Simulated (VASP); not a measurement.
Wanted: the native input for a VASP 6.6.1 run.

```yaml
Task: single point
Functional: PBE
Potentials_or_basis: VASP PAW PBE potentials, release 64 (Ni)
Cutoff: 520 eV
k_mesh: 12 × 12 × 6
Occupations: fermi-dirac, width 0.1 eV
Spin: collinear spin, ferromagnetic start
Starting_moments: "[2.0, 2.0] μB"
Dipole_correction: no
Further_INCAR_settings: ALGO = Normal; EDIFF = 1e-06; NBANDS = 21
```

The structure of Ni lies in POSCAR:

```
Ni
1.0
    0.0000000000      1.7710500000      1.7710500000
    1.7710500000      0.0000000000      1.7710500000
    3.5421000000      3.5421000000      0.0000000000
Ni
2
Direct
    0.0000000000      0.0000000000      0.0000000000
    0.0000000000      0.0000000000      0.5000000000
```

One way to write it, as run:

INCAR

```
PREC = Accurate
ENCUT = 520
EDIFF = 1E-6
ISMEAR = -1
SIGMA = 0.1
LREAL = F
LASPH = T
NELM = 150
ALGO = Normal
ISIF = 2
LWAVE = F
LCHARG = F
ISPIN = 2
MAGMOM = 2 2
LORBIT = 11
LMAXMIX = 4
GGA = PE
NBANDS = 21
```

KPOINTS

```
Automatic mesh
0
Gamma
  12 12 6
```

Potentials or basis: VASP PAW PBE potentials, release 64 (Ni).

Command:

```sh
$ cat potpaw_PBE.64/Ni/POTCAR > POTCAR
$ mpirun -np 1 vasp_std > vasp.out
```

It gave:

```
Pressure                                              : -3.3 GPa
Net moment                                            : 1.28 μB per cell
Site moments                                          : Ni +0.65 μB
Valence electrons inside the program's atomic spheres : Ni 9.27
```

Caveat: the cell stands under tension.

Run time: 2.2 min on 1 thread of Intel Xeon 8259CL, with other jobs on the host, peak memory 0.2 GiB.
